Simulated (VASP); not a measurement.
Input of a VASP 6.6.1 run:

Contents of INCAR:

```
SYSTEM = Si
PREC = Accurate ; ENCUT = 520
EDIFF = 1E-6 ; ISMEAR = 0
SIGMA = 0.02 ; LREAL = Auto
LASPH = .TRUE. ; NELM = 80
ALGO = Normal ; ISIF = 2
LWAVE = .FALSE. ; LCHARG = .FALSE.
GGA = PE ; NBANDS = 163
NELECT = 250.0
```

Contents of KPOINTS:

```
regular mesh
0
G
  1 1 1
  0 0 0
```

Contents of POSCAR:

```
Si
1.0
   10.8600000000      0.0000000000      0.0000000000
    0.0000000000     10.8600000000      0.0000000000
    0.0000000000      0.0000000000     10.8600000000
Si
63
Direct
    0.5001879374     -0.0002624309      0.0006745856
    0.6255242173      0.1253387661      0.1246497238
    0.7497262431      0.2514467772     -0.0002988950
    0.8752885820      0.3746926335      0.1252495396
    0.7500596685      0.0020082873      0.2503897790
    0.8763402394      0.1241583794      0.3756973297
    0.0004086556      0.0020280847      0.0002114180
    0.1257431860      0.1242154696      0.1264776243
    0.2479710866      0.2495432781      0.0002346225
    0.3754487109      0.3760901473      0.1239858195
    0.4997298343      0.5039431860     -0.0038915285
    0.6244241252      0.6255618785      0.1234337017
    0.7460574586      0.7502446593     -0.0039011050
    0.8739399632      0.8745284530      0.1240005525
    0.2511638122     -0.0012026703      0.2508116022
    0.3745054328      0.1218220994      0.3781734807
    0.5015130755      0.2492270718      0.2507035912
    0.6257084715      0.3751076427      0.3745554328
    0.7497812155      0.5002005525      0.2485218232
    0.8748472376      0.6243112339      0.3745598527
    0.5013583794     -0.0024818600      0.5025813996
    0.6247616022      0.1239001842      0.6270398711
    0.7501456722      0.2494434622      0.4979966851
    0.8738575506      0.3761569061      0.6253894107
    0.7508140884     -0.0001657459      0.7502325046
    0.8747644567      0.1253833333      0.8756008287
   -0.0014561694      0.5002443831     -0.0002843462
    0.1246436464      0.6244533149      0.1246681400
    0.2502169429      0.7498139042      0.0006953039
    0.3754328729      0.8745569061      0.1252899632
    0.0003307551      0.2496839779      0.2503988950
    0.1258162983      0.3737016575      0.3757137201
    0.2479914365      0.4999638122      0.2504200737
    0.3768910681      0.6252240331      0.3761411602
    0.5002719153      0.7497367403      0.2497704420
    0.6247763352      0.8731415285      0.3761232965
    0.0006954880     -0.0012326888      0.5010887661
    0.1278158379      0.1221813076      0.6243070902
    0.2512004604      0.2493374770      0.5010922652
    0.3754426335      0.3747045120      0.6254320442
    0.5002305709      0.4990438306      0.4999857274
    0.6186735727      0.6312845304      0.6226904236
    0.7509077348      0.7497773481      0.5000086556
    0.8752875691      0.8745487109      0.6254305709
    0.2517600368     -0.0017313996      0.7516606814
    0.3769303867      0.1239666667      0.8747977901
    0.5002819521      0.2503717311      0.7503285451
    0.6244648250      0.3767015654      0.8744477901
    0.7460906998      0.5039197974      0.7496983425
    0.8733318600      0.6255325046      0.8744368324
    0.0008139963      0.7484811234      0.2507632597
    0.1282822284      0.8754298343      0.3782837937
    0.0005379374      0.4999003683      0.4979978821
    0.1261200737      0.6252397790      0.6270268877
    0.2527315838      0.7487273481      0.5028042357
    0.4855106814      0.7643023020      0.7349786372
    0.0005458564      0.2494354512      0.7515129834
    0.1245912523      0.3751717311      0.8756466851
    0.2500932781      0.4991129834      0.7502383978
    0.3729761510      0.6313947514      0.8684271639
    0.6185085635      0.8769164825      0.8683758748
   -0.0003395948      0.7497313996      0.7503246777
    0.1260372007      0.8731160221      0.8747965009
```

Potentials or basis: VASP PAW PBE potentials, release 64 (Si).

The run is started by

```console
$ cat potpaw_PBE.64/Si/POTCAR > POTCAR
$ mpirun -np 1 vasp_gam > vasp.out
```

Predict the largest force.

0.244 eV/Å.

Forces in eV/Å, atoms in the order of the input:
```
Si  -0.003  0.000  0.002
Si  -0.005 -0.001 -0.004
Si  -0.001 -0.010  0.001
Si  -0.007  0.007 -0.007
Si  -0.008 -0.004 -0.004
Si  -0.014  0.008 -0.004
Si  -0.001 -0.004 -0.008
Si  -0.005  0.006 -0.016
Si   0.005  0.001 -0.009
Si  -0.002  0.001 -0.001
Si   0.018 -0.020  0.020
Si   0.002 -0.001  0.007
Si   0.020 -0.018  0.021
Si  -0.003  0.001 -0.002
Si  -0.007  0.008 -0.022
Si  -0.015  0.024 -0.023
Si  -0.003  0.007 -0.009
Si  -0.013  0.004  0.000
Si  -0.002  0.003  0.009
Si  -0.004  0.013  0.000
Si   0.005  0.042 -0.044
Si  -0.008  0.001  0.002
Si  -0.009  0.002  0.006
Si   0.003 -0.003 -0.003
Si   0.002  0.000 -0.003
Si  -0.005 -0.003 -0.006
Si   0.010  0.002  0.001
Si   0.001  0.007 -0.004
Si   0.000  0.003  0.002
Si  -0.003  0.003 -0.002
Si  -0.002  0.001 -0.003
Si  -0.008  0.013 -0.005
Si   0.005  0.008 -0.004
Si   0.007  0.010  0.002
Si  -0.001  0.000 -0.009
Si  -0.009 -0.008  0.001
Si  -0.017  0.010 -0.007
Si  -0.022  0.022 -0.016
Si  -0.010  0.016 -0.008
Si  -0.003  0.004 -0.004
Si  -0.001  0.001 -0.001
Si   0.048 -0.048 -0.007
Si  -0.001  0.001 -0.001
Si  -0.004  0.003 -0.004
Si  -0.039  0.038  0.000
Si   0.004  0.003 -0.005
Si  -0.001  0.006 -0.002
Si   0.001 -0.008  0.003
Si   0.018 -0.018  0.017
Si   0.007  0.000  0.003
Si  -0.008  0.004 -0.010
Si  -0.024  0.015 -0.023
Si  -0.002  0.009  0.007
Si   0.001  0.009  0.003
Si  -0.044 -0.007 -0.046
Si   0.136 -0.133  0.153
Si  -0.007  0.006 -0.003
Si   0.002  0.006 -0.009
Si   0.000 -0.001 -0.002
Si  -0.006 -0.041  0.044
Si   0.041  0.005  0.043
Si  -0.007  0.001 -0.002
Si  -0.003 -0.006 -0.005
```

Caveat: the k points lie up to 0.58 Å⁻¹ apart; the cell carries a net charge on a neutralising background, which shifts energy and pressure.
